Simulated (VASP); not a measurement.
Set up this calculation in VASP 6.6.1, as the native input.

| Item | Value |
| --- | --- |
| Task | single point |
| Functional | HSE06 |
| Potentials or basis | VASP PAW PBE potentials, release 64 (Ga_d, As) |
| Cutoff | 520 eV |
| k mesh | 6 × 6 × 6 |
| Occupations | gaussian, width 0.01 eV |
| Spin | no spin polarisation |
| Dipole correction | no |
| Grid for exact exchange (PRECFOCK) | Normal |
| Further INCAR settings | ALGO = Normal; EDIFF = 1e-07; NBANDS = 16 |
| Share of exact exchange | 0.25 |
| Screening parameter | 0.2079 1/Å |

GaAs:

```
Ga As
1.0
     0.00000    2.80475    2.80475
     2.80475    0.00000    2.80475
     2.80475    2.80475    0.00000
Ga As
1 1
Direct
  0.00000 0.00000 0.00000
  0.25000 0.25000 0.25000
```

This cell differs from its parent crystal: strain -1.0%.

These files were run (other wordings do the same):

POSCAR

```
GaAs
1.0
    0.0000000000      2.8047542445      2.8047542445
    2.8047542445      0.0000000000      2.8047542445
    2.8047542445      2.8047542445      0.0000000000
Ga As
1 1
Direct
    0.0000000000      0.0000000000      0.0000000000
    0.2500000000      0.2500000000      0.2500000000
```

INCAR.step1

```
SYSTEM = GaAs
PREC = Accurate
ENCUT = 520
EDIFF = 1E-5
ISMEAR = 0
SIGMA = 0.01
LREAL = .FALSE.
LASPH = .TRUE.
NELM = 100
ALGO = Normal
ISIF = 2
LWAVE = .TRUE.
GGA = PE
NBANDS = 16
```

INCAR.step2

```
SYSTEM = GaAs
PREC = Accurate
ENCUT = 520
EDIFF = 1E-7
ISMEAR = 0
SIGMA = 0.01
LREAL = .FALSE.
LASPH = .TRUE.
NELM = 100
ALGO = Normal
ISIF = 2
LWAVE = .FALSE.
LCHARG = .TRUE.
GGA = PE
LHFCALC = .TRUE.
HFSCREEN = 0.2079
PRECFOCK = Normal
LELF = .TRUE.
LVHAR = .TRUE.
ISTART = 1
NBANDS = 16
```

KPOINTS

```
Automatic mesh
0
G
  6 6 6
  0 0 0
```

Potentials or basis: VASP PAW PBE potentials, release 64 (Ga_d, As).

Run with:

```sh
$ cat potpaw_PBE.64/Ga_d/POTCAR potpaw_PBE.64/As/POTCAR > POTCAR
$ cp INCAR.step1 INCAR
$ mpirun -np 1 vasp_std > vasp.out
$ cp INCAR.step2 INCAR
$ mpirun -np 1 vasp_std > vasp.out
```

It gave:

| Item | Value |
| --- | --- |
| Pressure | 2.9 GPa |
| Band gap on the k mesh | 1.62 eV |

Caveat: the cell differs from its parent crystal (strain -1.0%); the PAW data sets were made with another functional, which shifts forces and pressure a little.

Run time: 50 min on 1 thread of Intel(R) Xeon(R) Platinum 8259CL CPU @ 2.50GHz (Skylake/Cascade Lake), with other jobs on the host, peak memory 0.3 GiB.
